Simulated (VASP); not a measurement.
Here is a VASP 6.6.1 calculation.

INCAR

```
PREC = Accurate ; ENCUT = 520
EDIFF = 1E-5 ; ISMEAR = -1
SIGMA = 0.1551 ; LREAL = Auto
LASPH = T ; NELM = 100
ALGO = Normal ; ISIF = 2
LWAVE = F ; LCHARG = F
GGA = PE ; IVDW = 12
NBANDS = 51 ; IBRION = 0
NSW = 40 ; POTIM = 3.0
TEBEG = 1800.0 ; TEEND = 1800.0
ISYM = 0 ; NELMIN = 4
RANDOM_SEED = 93554 0 0 ; MDALGO = 3
LANGEVIN_GAMMA = 50 50
```

KPOINTS

```
Automatic mesh
0
Gamma
  2 2 2
  0.5 0.5 0.5
```

File POSCAR:

```
BN
1.0
   -3.8269794377     -0.7365025362     -3.4390871668
    3.8269794377     -0.7365025362     -3.4390871668
    0.0000000000     -5.8920202895      3.4390871668
B N
9 9
Direct
    0.3337717333      0.6671050667      0.9998904000
    0.3337717333      0.3337717333      0.6665570667
    0.0004384000      0.0004384000      0.9998904000
    0.3337717333      0.0004384000      0.3332237333
    0.0004384000      0.6671050667      0.6665570667
    0.6671050667      0.3337717333      0.9998904000
    0.0004384000      0.3337717333      0.3332237333
    0.6671050667      0.0004384000      0.6665570667
    0.6671050667      0.6671050667      0.3332237333
    0.2229842667      0.5563176000      0.7775872667
    0.2229842667      0.2229842667      0.4442539333
    0.8896509333      0.8896509333      0.7775872667
    0.2229842667      0.8896509333      0.1109206000
    0.8896509333      0.5563176000      0.4442539333
    0.5563176000      0.2229842667      0.7775872667
    0.8896509333      0.2229842667      0.1109206000
    0.5563176000      0.8896509333      0.4442539333
    0.5563176000      0.5563176000      0.1109206000
```

Potentials or basis: VASP PAW PBE potentials, release 64 (B, N).

The run is started by

```console
$ cat potpaw_PBE.64/B/POTCAR potpaw_PBE.64/N/POTCAR > POTCAR
$ mpirun -np 1 vasp_std > vasp.out
```

(1) Predict the dispersion energy per atom.

Answers

(1) -0.131 eV.

Caveat: the k points lie up to 0.62 Å⁻¹ apart.
